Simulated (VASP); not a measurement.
Fe, 1 atom in the cell. Symmetry: Fm-3m, No. 225, cubic system. The conventional cell has a = 3.510 Å, b = 3.510 Å, c = 3.510 Å, α = 90.00°, β = 90.00°, γ = 90.00°. Within 3.3 Å of Fe (site symmetry m-3m) lie 12 Fe at 2.48 Å. 

| Property | Result |
| --- | --- |
| Program | VASP 6.6.1 |
| Task | relaxation of cell and atoms |
| Functional | PBE |
| Dispersion | D3(BJ) |
| Potentials or basis | VASP PAW PBE potentials, release 64 (Fe) |
| Cutoff | 600 eV |
| k mesh | 9 × 9 × 9 |
| Occupations | methfessel-paxton, width 0.01 eV |
| Spin | no spin polarisation |
| Dipole correction | no |
| Further INCAR settings | ALGO = Normal; EDIFF = 1e-07; IBRION = 2; EDIFFG = -0.02; NSW = 60; ISIF = 3 |

Potentials or basis: VASP PAW PBE potentials, release 64 (Fe).

Run with:

```sh
$ cat potpaw_PBE.64/Fe/POTCAR > POTCAR
$ mpirun -np 1 vasp_std > vasp.out
```

Hardware: 1 thread of Intel(R) Xeon(R) Platinum 8488C (Sapphire Rapids), with other jobs on the host.

Problem. Estimate the wall time of this run.

Solution. It took 8.6 s on 1 thread of Intel(R) Xeon(R) Platinum 8488C (Sapphire Rapids), with other jobs on the host, peak memory 0.14 GiB. Counts: scf iterations 36, k points 35, ion steps 4.
